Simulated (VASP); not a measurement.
Input of a VASP 6.6.1 run:

File INCAR:

```
  PREC = Accurate
  ENCUT = 520
  EDIFF = 1E-6
  ISMEAR = 0
  SIGMA = 0.1
  LREAL = False
  LASPH = True
  NELM = 80
  ALGO = Fast
  ISIF = 2
  LWAVE = False
  LCHARG = False
  NBANDS = 30
```

The input KPOINTS:

```
regular mesh
0
Gamma
  14 14 14
```

File POSCAR:

```
Ga3Sb
1.0
   -2.2208265650      2.2208265650      4.0731874352
    2.2208265650     -2.2208265650      4.0731874352
    2.2208265650      2.2208265650     -4.0731874352
Ga Sb
3 1
Direct
    0.7500000000      0.2500000000      0.5000000000
    0.2500000000      0.7500000000      0.5000000000
    0.5000000000      0.5000000000      0.0000000000
    0.0000000000      0.0000000000      0.0000000000
```

Potentials or basis: VASP PAW LDA potentials, release 64 (Ga_d, Sb).

Launch:

```sh
$ cat potpaw_LDA.64/Ga_d/POTCAR potpaw_LDA.64/Sb/POTCAR > POTCAR
$ mpirun -np 1 vasp_std > vasp.out
```

Task: What does it give for the pressure?

Result: 0.1 GPa.

Task: Predict the band gap on the k mesh.

Result: Zero (band 22 reaches 9.65 eV, above the bottom of band 23 at 4.93 eV).

Caveat: spin-orbit coupling is left out, which moves the levels of the heavy elements.
